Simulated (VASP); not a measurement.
Set up this calculation in VASP 6.6.1, as the native input.

* Task: single point
* Functional: PBE
* Potentials or basis: VASP PAW PBE potentials, release 64 (Cu)
* Cutoff: 520 eV
* k mesh: 10 × 10 × 10
* Occupations: gaussian, width 0.2 eV
* Spin: no spin polarisation
* Dipole correction: no
* Further INCAR settings: ALGO = Fast; EDIFF = 1e-06; NBANDS = 12

The structure of Cu lies in POSCAR:

```
Cu
1.0
   -1.4427933200      1.4427933200      1.3760814500
    1.4427933200     -1.4427933200      1.3760814500
    1.4427933200      1.4427933200     -1.3760814500
Cu
1
Direct
    0.0000000000      0.0000000000      0.0000000000
```

These files were run (other wordings do the same):

INCAR

```
SYSTEM = Cu
PREC = Accurate ; ENCUT = 520
EDIFF = 1E-6 ; ISMEAR = 0
SIGMA = 0.2 ; LREAL = .False.
LASPH = .True. ; NELM = 100
ALGO = Fast ; ISIF = 2
LWAVE = .False. ; LCHARG = .False.
GGA = PE ; NBANDS = 12
```

KPOINTS

```
regular mesh
0
Gamma
  10 10 10
  0 0 0
```

Potentials or basis: VASP PAW PBE potentials, release 64 (Cu).

The run is started by

```console
$ cat potpaw_PBE.64/Cu/POTCAR > POTCAR
$ mpirun -np 1 vasp_std > vasp.out
```

Results of the run:

```yaml
Pressure: 8.2 GPa
```

Run time: 9.6 s on 1 thread of AMD EPYC 7R13 Processor (Zen 3), with other jobs on the host, peak memory 0.09 GiB.
